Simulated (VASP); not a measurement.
A run of VASP 6.6.1 is set up as follows.

The input INCAR:

```
PREC     = Accurate       # precision mode
ENCUT    = 520            # plane-wave cutoff, eV
EDIFF    = 1E-7           # SCF threshold, eV
ISMEAR   = -1             # smearing method
SIGMA    = 0.1            # smearing width, eV
LREAL    = F              # projectors in reciprocal space
LASPH    = T              # aspherical terms in the spheres
NELM     = 100            # most SCF steps
ALGO     = Normal         # electronic algorithm
ISIF     = 2              # what is computed and relaxed
LWAVE    = F              # write WAVECAR
LCHARG   = T              # write CHGCAR
LELF     = T              # ELF
LVHAR    = T            
NBANDS   = 16             # bands
```

KPOINTS

```
Automatic mesh
0
Gamma
  13 13 13
```

Contents of POSCAR:

```
SbMo
1.0
    0.0000000000      2.7088845096      2.7088845096
    2.7088845096      0.0000000000      2.7088845096
    2.7088845096      2.7088845096      0.0000000000
Mo Sb
1 1
Direct
    0.0000000000      0.0000000000      0.0000000000
    0.5000000000      0.5000000000      0.5000000000
```

Potentials or basis: VASP PAW LDA potentials, release 64 (Mo_sv, Sb).

Run with:

```console
$ cat potpaw_LDA.64/Mo_sv/POTCAR potpaw_LDA.64/Sb/POTCAR > POTCAR
$ mpirun -np 1 vasp_std > vasp.out
```

Predict the band gap on the k mesh.

zero (an odd number of electrons rules out a gap without spin polarisation).

Predict the pressure.

0.4 GPa.

Caveat: spin-orbit coupling is left out, which moves the levels of the heavy elements.
